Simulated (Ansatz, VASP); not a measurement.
## Au in VASP and in Ansatz

File INCAR:

```
SYSTEM = Au
  ALGO = Normal
  EDIFF = 1E-6
  ENCUT = 520
  GGA = PS
  ISIF = 2
  ISMEAR = 0
  LASPH = .True.
  LCHARG = .False.
  LREAL = .False.
  LWAVE = .False.
  NBANDS = 12
  NELM = 100
  PREC = Accurate
  SIGMA = 0.15
```

File KPOINTS:

```
k-points
0
Gamma
  20 20 20
  0 0 0
```

POSCAR

```
Au
1.0
    0.0000000000      2.1068650000      2.0148175000
    2.1068650000      0.0000000000      2.0148175000
    2.1068650000      2.1068650000      0.0000000000
Au
1
Direct
    0.0000000000      0.0000000000      0.0000000000
```

Input for Ansatz:

```yaml
crystal:
  lattice:
    - [0.0, 2.106865, 2.0148175]
    - [2.106865, 0.0, 2.0148175]
    - [2.106865, 2.106865, 0.0]
  atoms:
    - { symbol: Au, position: [0.0, 0.0, 0.0] }
basis:
  ecutwfc: 420
kpoints:
  mp_grid: { grid: [20, 20, 20] }
hamiltonian:
  xc: pbesol
scf:
  occupations: { method: gaussian, width: 0.15 }
output:
  forces: true
  stress: true
  eigenvalues: true
  write_density: true
  write_potential: true
  elf: true
  volumetric_format: npy
```

Change from the starting cell: strain +0.030 along x and y, -0.015 along z, atoms carried along.

Alike in both runs: task single point; functional PBEsol; k mesh 20 × 20 × 20; occupations gaussian, width 0.15 eV; no spin polarisation.

|  | VASP | Ansatz |
| --- | --- | --- |
| version | VASP 6.6.1 | Ansatz 0.2.0 |
| potentials or method | VASP PAW PBE potentials, release 64 (Au), cutoff 520 eV | scalar-relativistic, plane waves, PAW |
| valence electrons in the cell | 11 | 19 |

Ansatz gave:

- gap on the k mesh at the Fermi level (eV): none
- pressure (GPa): -7.4
- traceless stress, the component that is largest in VASP (GPa): 0.69

Problem. What did VASP give for the same quantities?

Solution. gap on the k mesh at the Fermi level (eV): none; pressure (GPa): -7.7; traceless stress, the component that is largest in VASP (GPa): 0.69.

VASP's potentials were made for PBE, not for PBEsol. A gap of «none» marks a metal or a gap that the smearing closes. VASP's potentials hold 11 valence electrons a cell and Ansatz's 19, so a difference there can come from the potentials and not from the codes.

Spin-orbit coupling is off throughout.
